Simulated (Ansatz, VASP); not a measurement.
# One calculation of SiO2, two programs

```xyz
6
Lattice="3.9783 0.0000 0.0000 0.0000 3.9783 0.0000 0.0000 0.0000 2.6833" Properties=species:S:1:pos:R:3 pbc="T T T"
Si    1.9891    1.9891    1.3417
Si    0.0000    0.0000    0.0000
O     2.7570    2.7570    0.0000
O     0.7679    3.2104    1.3417
O     1.2213    1.2213    0.0000
O     3.2104    0.7679    1.3417
```

Alike in both runs: task single point; functional PBE; k mesh 6 × 6 × 10; occupations gaussian, width 0.05 eV; no spin polarisation.

```csv
,VASP,Ansatz
version,VASP 6.6.1,Ansatz 0.2.0
potentials or method,"VASP PAW PBE potentials, release 64 (Si, O), cutoff 520 eV","scalar-relativistic, plane waves, PAW"
valence electrons in the cell,32,32
```

VASP gave:

* gap on the k mesh at the Fermi level (eV): 6.20
* least direct gap on the mesh (eV): 6.20
* rms of the force components (eV/Å): 0.529

Q: What did Ansatz give for the same quantities?

A: gap on the k mesh at the Fermi level (eV): 6.24; least direct gap on the mesh (eV): 6.24; rms of the force components (eV/Å): 0.526.

Atom by atom the forces differ by 0.003 eV/Å (rms over components).
